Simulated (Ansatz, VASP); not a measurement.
**One calculation of Cu, two programs**

```
Cu
1.0
     0.00000    1.75981    1.75981
     1.75981    0.00000    1.75981
     1.75981    1.75981    0.00000
Cu
1
Direct
  0.00000 0.00000 0.00000
```

Alike in both runs: task relaxation of cell and atoms; functional LDA; k mesh 18 × 18 × 18; occupations gaussian, width 0.1 eV; no spin polarisation.

|  | VASP | Ansatz |
| --- | --- | --- |
| version | VASP 6.6.1 | Ansatz 0.2.0 |
| potentials or method | VASP PAW LDA potentials, release 64 (Cu), cutoff 600 eV | scalar-relativistic, plane waves, PAW |
| valence electrons in the cell | 11 | 19 |

Ansatz gave:

```
gap on the k mesh at the Fermi level, each at its own relaxed structure (eV)  : none
relaxed volume (Å³/atom)                                                      : 10.89
relaxed length of the cell vector where the two differ most in proportion (Å) : 2.488
```

Estimate VASP's values.

gap on the k mesh at the Fermi level, each at its own relaxed structure (eV): none; relaxed volume (Å³/atom): 10.95; relaxed length of the cell vector where the two differ most in proportion (Å): 2.492.

Ansatz warns that its potentials were made for another functional, while VASP's fit it. LDA's correlation is that of Perdew and Zunger in VASP and of Perdew and Wang (1992) in Ansatz. A gap of «none» marks a metal or a gap that the smearing closes. VASP's potentials hold 11 valence electrons a cell and Ansatz's 19, so a difference there can come from the potentials and not from the codes.
